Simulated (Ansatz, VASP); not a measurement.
Two plane-wave programs on La

```xyz
1
Lattice="-2.1238 2.1238 2.1238 2.1238 -2.1238 2.1238 2.1238 2.1238 -2.1238" Properties=species:S:1:pos:R:3 pbc="T T T"
La    0.0000    0.0000    0.0000
```

Alike in both runs: task relaxation of cell and atoms; functional PBEsol; k mesh 9 × 9 × 9; occupations fermi-dirac, width 0.05 eV; no spin polarisation.

```csv
,VASP,Ansatz
version,VASP 6.6.1,Ansatz 0.2.0
potentials or method,"VASP PAW PBE potentials, release 64 (La)",Ansatz PAW
plane-wave cutoff (eV),600,420
valence electrons in the cell,11,11
```

|  | VASP | Ansatz | Ansatz less VASP |
| --- | --- | --- | --- |
| gap on the k mesh at the Fermi level, each at its own relaxed structure (eV) | none | none | - |
| relaxed volume (Å³/atom) | 34.55 | 34.49 | -0.058 |
| relaxed length of the cell vector where the two differ most in proportion (Å) | 3.554 | 3.552 | -0.0020 |

VASP's potentials were made for PBE, not for PBEsol. A gap of «none» marks a metal or a gap that the smearing closes.

Neither program's run includes spin-orbit coupling. Noted on Ansatz's run: the plane-wave basis is chosen anew once the cell has moved, so the energies of steps on either side of that aren't comparable.
